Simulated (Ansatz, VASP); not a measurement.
## One calculation of Co2Si, two programs

```xyz
3
Lattice="3.4479 0.0000 0.0000 0.0000 3.4479 0.0000 0.0000 0.0000 3.1010" Properties=species:S:1:pos:R:3 pbc="T T T"
Co    1.7240    0.0000    2.5159
Co    0.0000    1.7240    2.5159
Si    1.7240    1.7240    0.1139
```

Alike in both runs: task single point; functional PBE; k mesh 6 × 6 × 6; occupations gaussian, width 0.1 eV; collinear spin.

|  | VASP | Ansatz |
| --- | --- | --- |
| version | VASP 6.6.1 | Ansatz 0.2.0 |
| potentials or method | VASP PAW PBE potentials, release 64 (Co, Si), cutoff 520 eV | scalar-relativistic, plane waves, PAW |
| valence electrons in the cell | 22 | 38 |

|  | VASP | Ansatz | Ansatz less VASP |
| --- | --- | --- | --- |
| gap on the k mesh at the Fermi level (eV) | none | none | - |
| rms of the force components (eV/Å) | 4.870 | 4.813 | -0.0572 |
| net moment per atom (μB) | 0.46 | 0.46 | +0.001 |
| size of the moment on the site where the two differ most (μB) | 0.69 | 0.64 | -0.059 |

Site moments also hang on the region over which each program counts them. Atom by atom the forces differ by 0.057 eV/Å (rms over components). A gap of «none» marks a metal or a gap that the smearing closes. VASP's potentials hold 22 valence electrons a cell and Ansatz's 38, so a difference there can come from the potentials and not from the codes.
